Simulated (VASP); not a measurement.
Here is a VASP 6.6.1 calculation.

INCAR

```
  PREC = Accurate
  ENCUT = 520
  EDIFF = 1E-7
  ISMEAR = -1
  SIGMA = 0.02
  LREAL = F
  LASPH = T
  NELM = 80
  ALGO = Normal
  ISIF = 2
  LWAVE = F
  LCHARG = F
  GGA = PE
  NBANDS = 26
```

KPOINTS

```
regular mesh
0
Gamma
  8 5 8
```

The input POSCAR:

```
GaAs
1.0
   -2.8723074153      2.8723074153      0.0000000000
    0.0000000000      0.0000000000      5.7446148306
    2.8723074153      2.8723074153      0.0000000000
Ga As
2 2
Direct
    0.0000000000      0.0000000000      0.0000000000
    0.5000000000      0.5000000000      0.5000000000
    0.0000000000      0.2500000000      0.5000000000
    0.5000000000      0.7500000000      0.0000000000
```

Potentials or basis: VASP PAW PBE potentials, release 64 (Ga_d, As).

Launch:

```console
$ cat potpaw_PBE.64/Ga_d/POTCAR potpaw_PBE.64/As/POTCAR > POTCAR
$ mpirun -np 1 vasp_std > vasp.out
```

Q: What does it give for the pressure?

A: 0.2 GPa.

Q: Predict the band gap on the k mesh.

A: 0.17 eV.
